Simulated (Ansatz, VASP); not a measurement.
**Two plane-wave programs on TiC**

INCAR

```
PREC = Accurate
ENCUT = 520
EDIFF = 1E-6
ISMEAR = 0
SIGMA = 0.15
LREAL = False
LASPH = True
NELM = 60
ALGO = Normal
ISIF = 2
LWAVE = False
LCHARG = False
GGA = PS
NBANDS = 15
```

Contents of KPOINTS:

```
Automatic mesh
0
Gamma
  18 18 18
```

File POSCAR:

```
TiC
1.0
   -0.1623000000      2.1640000000      2.1640000000
    2.1640000000     -0.1623000000      2.1640000000
    2.0017000000      2.0017000000      0.0000000000
Ti C
1 1
Direct
    0.0000000000      0.0000000000      0.0000000000
    0.5000000000      0.5000000000      0.5000000000
```

Input for Ansatz:

```yaml
crystal:
  lattice:
    - [-0.1623, 2.164, 2.164]
    - [2.164, -0.1623, 2.164]
    - [2.0017, 2.0017, 0.0]
  atoms:
    - { symbol: Ti, position: [0.0, 0.0, 0.0] }
    - { symbol: C, position: [0.5, 0.5, 0.5] }
basis:
  ecutwfc: 420
kpoints:
  mp_grid: { grid: [18, 18, 18] }
hamiltonian:
  xc: pbesol
scf:
  occupations: { method: gaussian, width: 0.15 }
output:
  forces: true
  stress: true
  eigenvalues: true
```

Change from the starting cell: strain -0.1500 x Voigt [0, 0, 0, 0, 0, 1], atoms carried along.

Alike in both runs: task single point; functional PBEsol; k mesh 18 × 18 × 18; occupations gaussian, width 0.15 eV; no spin polarisation.

|  | VASP | Ansatz |
| --- | --- | --- |
| version | VASP 6.6.1 | Ansatz 0.2.0 |
| potentials or method | VASP PAW PBE potentials, release 64 (Ti_sv, C), cutoff 520 eV | scalar-relativistic, plane waves, PAW |
| valence electrons in the cell | 16 | 16 |

Ansatz gave:

```
gap on the k mesh at the Fermi level (eV)                     : none
pressure (GPa)                                                : -4.5
traceless stress, the component that is largest in VASP (GPa) : 24.85
```

Problem. Estimate VASP's values.

Solution. gap on the k mesh at the Fermi level (eV): none; pressure (GPa): -4.3; traceless stress, the component that is largest in VASP (GPa): 24.75.

VASP's potentials were made for PBE, not for PBEsol. A gap of «none» marks a metal or a gap that the smearing closes. With one functional, cell and mesh, what is left measures potentials, basis and numerics.
